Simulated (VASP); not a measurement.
Set up this calculation in VASP 6.6.1, as the native input.

| Item | Value |
| --- | --- |
| Task | relaxation of shape and atoms at fixed volume |
| Functional | r2SCAN |
| Dispersion | D4 |
| Potentials or basis | VASP PAW PBE potentials, release 64 (In_d, Se) |
| Cutoff | 600 eV |
| k mesh | 6 × 6 × 6 |
| Occupations | gaussian, width 0.05 eV |
| Spin | no spin polarisation |
| Dipole correction | no |
| Further INCAR settings | ALGO = Normal; EDIFF = 1e-07; IBRION = 2; EDIFFG = -0.02; NSW = 60; ISIF = 4 |

InSe:

```xyz
4
Lattice="5.9383 -2.0711 0.0064 5.9383 2.0711 0.0064 -1.6139 0.0000 4.2375" Properties=species:S:1:pos:R:3 pbc="T T T"
In   10.4750    0.0000    0.1089
In   -0.2123    0.0000    4.1414
Se    6.7352    0.0000    2.6996
Se    3.5276    0.0000    1.5507
```

These files were run (other wordings do the same):

POSCAR

```
InSe
1.0
    5.9383062682     -2.0710758696      0.0064146278
    5.9383062682      2.0710758696      0.0064146278
   -1.6138791200      0.0000000000      4.2374911276
In Se
2 2
Direct
    0.8851172357      0.8851172357      0.0230297324
    0.1148827643      0.1148827643      0.9769702676
    0.6533965309      0.6533965309      0.6350909985
    0.3466034691      0.3466034691      0.3649090015
```

INCAR.step1

```
PREC = Accurate ; ENCUT = 600
ISMEAR = 0 ; SIGMA = 0.05
LREAL = False ; LASPH = True
NELM = 80 ; GGA = PE
ALGO = Normal ; EDIFF = 1E-4
LWAVE = True ; LCHARG = False
```

INCAR.step2

```
PREC = Accurate ; ENCUT = 600
EDIFF = 1E-7 ; ISMEAR = 0
SIGMA = 0.05 ; LREAL = False
LASPH = True ; NELM = 80
ALGO = Normal ; ISIF = 4
LWAVE = False ; LCHARG = False
METAGGA = R2SCAN ; LMIXTAU = True
IVDW = 13 ; VDW_S6 = 1.0
VDW_S8 = 0.6018749 ; VDW_A1 = 0.51559235
VDW_A2 = 5.77342911 ; IBRION = 2
NSW = 60 ; EDIFFG = -0.02
ISTART = 1
```

KPOINTS

```
Automatic mesh
0
Gamma
  6 6 6
```

Potentials or basis: VASP PAW PBE potentials, release 64 (In_d, Se).

Launch:

```console
$ cat potpaw_PBE.64/In_d/POTCAR potpaw_PBE.64/Se/POTCAR > POTCAR
$ cp INCAR.step1 INCAR
$ mpirun -np 1 vasp_std > vasp.out
$ cp INCAR.step2 INCAR
$ mpirun -np 1 vasp_std > vasp.out
```

Results of the run:

The energy gained by relaxing is 3.1 meV/atom and the ionic steps are 7. The pressure after relaxing is 0.7 GPa. The largest force after relaxing is 0.016 eV/Å and the band gap on the k mesh is 1.20 eV (least direct gap 1.53 eV). The dispersion energy per atom is -0.124 eV.

Caveat: the PAW data sets were made with another functional, which shifts forces and pressure a little; spin-orbit coupling is left out, which moves the levels of the heavy elements.

It took 2.6 h on 1 thread of Oxide Virtual Turin-like Processor (shared host), peak memory 0.41 GiB.
